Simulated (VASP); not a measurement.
# B (P6/mmm) in VASP: further runs, part 2 of 2

VASP 6.6.1.

### 3 Single point, r2SCAN

This run uses another cell than the first one: it holds 1 atom, not 3.

Contents of POSCAR:

```
B
1.0
    1.8366404510      0.0000000000      0.0000000000
   -0.9183202255      1.5905772882      0.0000000000
    0.0000000000      0.0000000000      2.2254827224
B
1
Direct
    0.0000000000      0.0000000000      0.0000000000
```

Contents of INCAR.step1:

```
SYSTEM = B
PREC = Accurate
ENCUT = 520
ISMEAR = 0
SIGMA = 0.1
LREAL = .FALSE.
LASPH = .TRUE.
NELM = 80
NBANDS = 8
GGA = PE
ALGO = Normal
EDIFF = 1E-4
LWAVE = .TRUE.
LCHARG = .FALSE.
```

Contents of INCAR.step2:

```
SYSTEM = B
PREC = Accurate
ENCUT = 520
EDIFF = 1E-6
ISMEAR = 0
SIGMA = 0.1
LREAL = .FALSE.
LASPH = .TRUE.
NELM = 80
ALGO = Normal
ISIF = 2
LWAVE = .FALSE.
LCHARG = .TRUE.
METAGGA = R2SCAN
LMIXTAU = .TRUE.
LELF = .TRUE.
LVHAR = .TRUE.
NBANDS = 8
ISTART = 1
```

Contents of KPOINTS:

```
Automatic mesh
0
G
  9 9 8
  0 0 0
```

Potentials or basis: VASP PAW PBE potentials, release 64 (B).

Started as:

```bash
> cat potpaw_PBE.64/B/POTCAR > POTCAR
> cp INCAR.step1 INCAR
> mpirun -np 1 vasp_std > vasp.out
> cp INCAR.step2 INCAR
> mpirun -np 1 vasp_std > vasp.out
```

OUTCAR:

```text
SYSTEM = B
   PREC = Accurate
   ENCUT = 520
   EDIFF = 1E-6
   ISMEAR = 0
   LREAL = .FALSE.
   LASPH = .TRUE.
   NELM = 80
   ISIF = 2
   METAGGA = R2SCAN
   ISTART = 1

 ion  position               nearest neighbor table
   1  0.000  0.000  0.000-

  LATTYP: Found a hexagonal cell.
 ALAT       =     1.8366404510
 C/A-ratio  =     1.2117138775

  Lattice vectors:

 A1 = (   1.8366404510,   0.0000000000,   0.0000000000)
 A2 = (  -0.9183202255,   1.5905772882,   0.0000000000)
 A3 = (   0.0000000000,   0.0000000000,   2.2254827224)

Analysis of symmetry for initial positions (statically):
=====================================================================
 Subroutine PRICEL returns:
 Original cell was already a primitive cell.

 Routine SETGRP: Setting up the symmetry group for a
 hexagonal supercell.

 Subroutine GETGRP returns: Found 24 space group operations
 (whereof 24 operations were pure point group operations)
 out of a pool of 24 trial point group operations.

The static configuration has the point symmetry D_6h.

Analysis of symmetry for dynamics (positions and initial velocities):
=====================================================================
 Subroutine PRICEL returns:
 Original cell was already a primitive cell.

 Routine SETGRP: Setting up the symmetry group for a
 hexagonal supercell.

 Subroutine GETGRP returns: Found 24 space group operations
 (whereof 24 operations were pure point group operations)
 out of a pool of 24 trial point group operations.

The dynamic configuration has the point symmetry D_6h.

 Subroutine INISYM returns: Found 24 space group operations
 (whereof 24 operations are pure point group operations),
 and found     1 'primitive' translations

----------------------------------------------------------------------------------------

                                     Primitive cell

  volume of cell :       6.5013

  direct lattice vectors                    reciprocal lattice vectors
     1.836640451  0.000000000  0.000000000     0.544472381  0.314351276  0.000000000
    -0.918320226  1.590577288  0.000000000     0.000000000  0.628702552  0.000000000
     0.000000000  0.000000000  2.225482722     0.000000000  0.000000000  0.449340716

  length of vectors
     1.836640451  1.836640451  2.225482722     0.628702552  0.628702552  0.449340716

  position of ions in fractional coordinates (direct lattice)
     0.000000000  0.000000000  0.000000000

  ion indices of the primitive-cell ions
   primitive index   ion index
                 1           1

----------------------------------------------------------------------------------------

 KPOINTS: Automatic mesh

Automatic generation of k-mesh.
 Grid dimensions read from file:
 generate k-points for:    9    9    8

 Generating k-lattice:

  Cartesian coordinates                     Fractional coordinates (reciprocal lattice)
     0.060496931  0.034927920  0.000000000     0.111111111  0.000000000  0.000000000
     0.000000000  0.069855839  0.000000000     0.000000000  0.111111111  0.000000000
     0.000000000  0.000000000  0.056167590     0.000000000  0.000000000  0.125000000

  Length of vectors
     0.069855839  0.069855839  0.056167590

  Shift w.r.t. Gamma in fractional coordinates (k-lattice)
     0.000000000  0.000000000  0.000000000

 Subroutine IBZKPT returns following result:
 ===========================================

 Found     60 irreducible k-points:

 Following reciprocal coordinates:
            Coordinates               Weight
  0.000000  0.000000  0.000000      1.000000
  0.111111  0.000000  0.000000      6.000000
  0.222222  0.000000  0.000000      6.000000
  0.333333  0.000000  0.000000      6.000000
  0.444444  0.000000  0.000000      6.000000
  0.111111  0.111111  0.000000      6.000000
[... 16 lines left out ...]
  0.333333  0.222222  0.125000     24.000000
  0.333333  0.333333  0.125000      4.000000
 [... further k-points ...]
   k-points           NKPTS =     60   k-points in BZ     NKDIM =     60   number of bands    NBANDS=      8
   number of dos      NEDOS =    301   number of ions     NIONS =      1
   total plane-waves  NPLWV =   3528
   dimension x,y,z NGX =    14 NGY =   14 NGZ =   18
   dimension x,y,z NGXF=    28 NGYF=   28 NGZF=   36
   ions per type =               1
   NGX,Y,Z   is equivalent  to a cutoff of  12.67, 12.67, 13.45 a.u.
   NGXF,Y,Z  is equivalent  to a cutoff of  25.34, 25.34, 26.89 a.u.
 SYSTEM =  B
   PREC   = accura    normal or accurate (medium, high low for compatibility)
   ISTART =      1    job   : 0-new  1-cont  2-samecut
   ICHARG =      0    charge: 1-file 2-atom 10-const
   ISPIN  =      1    spin polarized calculation?
   LNONCOLLINEAR =      F non collinear calculations
   LSORBIT =      F    spin-orbit coupling
   LASPH  =      T    aspherical Exc in radial PAW
   ENCUT  =  520.0 eV  38.22 Ry    6.18 a.u.   3.41  3.41  4.14*2*pi/ulx,y,z
   NELM   =     80;   NELMIN=  2; NELMDL=  0     # of ELM steps
   EDIFF  = 0.1E-05   stopping-criterion for ELM
   LREAL  =      F    real-space projection
   EDIFFG = 0.1E-04   stopping-criterion for IOM
   NSW    =      0    number of steps for IOM
   IBRION =     -1    ionic relax: 0-MD 1-quasi-New 2-CG
   NFREE  =      0    steps in history (QN), initial steepest desc. (CG)
   ISIF   =      2    stress and relaxation
   ISYM   =      2    0-nonsym 1-usesym 2-fastsym
   POTIM  = 0.5000    time-step for ionic-motion
   TEBEG  =    0.0;   TEEND  =   0.0 temperature during run
   PSTRESS=    0.0 pullay stress
   NELECT =       3.0000    total number of electrons
   NUPDOWN=      -1.0000    fix difference up-down
   EMIN   =  10.00;   EMAX   =-10.00  energy-range for DOS
   EFERMI =   0.00;   METHOD = LEGACY
   ISMEAR =     0;   SIGMA  =   0.10  broadening in eV -4-tet -1-fermi 0-gaus
   EFERMI_NEDOS =   21; number of points for ismear=-14 and -15
   IALGO  =     38    algorithm
   IMIX   =      4    mixing-type and parameters
     AMIX     =   0.40;   BMIX     =  1.00
     AMIX_MAG =   1.60;   BMIX_MAG =  1.00
  volume/ion in A,a.u.               =       6.50        43.87
  Fermi-wavevector in a.u.,A,eV,Ry     =   1.265069  2.390634 21.774757  1.600399
  Thomas-Fermi vector in A             =   2.398341
   LORBIT       =      0    0 simple, 1 ext, 2 COOP (PROOUT), +10 PAW based schemes
   METAGGA = R2SCAN    functional components
   LHFCALC =     F    Hartree Fock is set to
   AEXX    =    0.0000 exact exchange contribution
   IVDW    =     0    specifies the selected vdW correction
   LEPSILON=     F    determine dielectric tensor
   LRPA    =     F    only Hartree local field effects (RPA)
 non-spin polarized calculation
 Gauss-broadening in eV      SIGMA  =   0.10
  energy-cutoff  :      520.00
  volume of cell :        6.50
 maximum number of plane-waves:       185
 NGX is ok and might be reduce to    14

 number of electron       3.0000000 magnetization

 Free energy of the ion-electron system (eV)
  ---------------------------------------------------
  ext. energy  EPLUGINS =         0.00000000
  ---------------------------------------------------
  free energy    TOTEN  =        -6.17707002 eV

  energy without entropy =       -6.17551778  energy(sigma->0) =       -6.17629390

 E-fermi :   8.6516     XC(G=0): -13.3771

 val. band max:        8.6346995793   @ k =   0.4444   0.0000   0.5000
 cond. band min:       8.6601213786   @ k =   0.4444   0.0000   0.3750
 fundamental gap:      0.0254217993
 Fermi energy:         8.6515935556

 k-point     1 :       0.0000    0.0000    0.0000
  band No.  band energies     occupation
      1      -9.9946      2.00000
      2      12.5744      0.00000
      3      23.4632      0.00000
      4      30.4408      0.00000
      5      30.4408      0.00000
      6      49.1848      0.00000
      7      49.1848      0.00000
      8      53.2704      0.00000

 k-point     2 :       0.1111    0.0000    0.0000
  band No.  band energies     occupation
      1      -9.3927      2.00000
      2      13.2434      0.00000
      3      22.9005      0.00000
      4      28.9588      0.00000
      5      29.1718      0.00000
      6      43.7473      0.00000
      7      51.9764      0.00000
      8      56.1454      0.00000
[... 221 lines left out ...]
 k-point    23 :       0.3333    0.2222    0.1250
  band No.  band energies     occupation
      1       1.1708      2.00000
      2       8.1080      2.00000
      3      13.9980      0.00000
      4      21.6759      0.00000
      5      31.4013      0.00000
      6      38.5438      0.00000
      7      43.9981      0.00000
      8      47.6213      0.00000

 k-point    24 :       0.3333    0.3333    0.1250
  band No.  band energies     occupation
      1       5.0337      2.00000
      2       5.0337      2.00000
      3      11.8338      0.00000
      4      22.8157      0.00000
      5      33.6308      0.00000
      6      33.6308      0.00000
      7      48.0076      0.00000
      8      48.1763      0.00000

 [... further k-points ...]
[... 5 lines left out ...]
  --------------------------------------------------------------------------------------
  -------------------------------------------------------------------------------------
  Total       -0.0008478     -0.0008478      0.0203923      0.0000000      0.0000000      0.0000000
  in kB       -0.2089215     -0.2089215      5.0254271      0.0000000      0.0000000      0.0000000
  external PRESSURE =       1.5358614 kB  Pullay stress =       0.0000000 kB

 VOLUME and BASIS-vectors are now :
 -----------------------------------------------------------------------------
  energy-cutoff  :      520.00
  volume of cell :        6.50
      direct lattice vectors                 reciprocal lattice vectors
     1.836640451  0.000000000  0.000000000     0.544472381  0.314351276  0.000000000
    -0.918320226  1.590577288  0.000000000     0.000000000  0.628702552  0.000000000
     0.000000000  0.000000000  2.225482722     0.000000000  0.000000000  0.449340716

 POSITION                                       TOTAL-FORCE (eV/Angst)
 -----------------------------------------------------------------------------------
      0.00000      0.00000      0.00000         0.000000      0.000000      0.000000
 -----------------------------------------------------------------------------------
    total drift:                               -0.000000      0.000000      0.000000

  FREE ENERGIE OF THE ION-ELECTRON SYSTEM (eV)
  ---------------------------------------------------
  free  energy   TOTEN  =        -6.1770700247 eV

  energy  without entropy=       -6.1755177834  energy(sigma->0) =       -6.17629390
```

Run time: 9.9 s. Hardware: 1 thread of Intel Xeon 6975P-C (Granite Rapids), shared host; peak memory 0.11 GiB.

What came out:

| Quantity | Value |
| --- | --- |
| Free energy | -6.1771 eV |
| Pressure | 0.2 GPa |

Stress tensor (GPa, compression positive):
```
-0.02  0.00  0.00
 0.00 -0.02  0.00
 0.00  0.00  0.50
```

Levels at points of the mesh, in eV from the Fermi level:
```csv
k point,band 1,band 2,band 3,band 4,band 5
"(0.00, 0.00, 0.00)",-18.65,3.92,14.81,21.79,21.79
"(0.00, 0.00, 0.50)",-13.03,-10.82,22.94,22.94,35.60
```

Caveat: the k points lie up to 0.44 Å⁻¹ apart; the PAW data sets were made with another functional, which shifts forces and pressure a little.
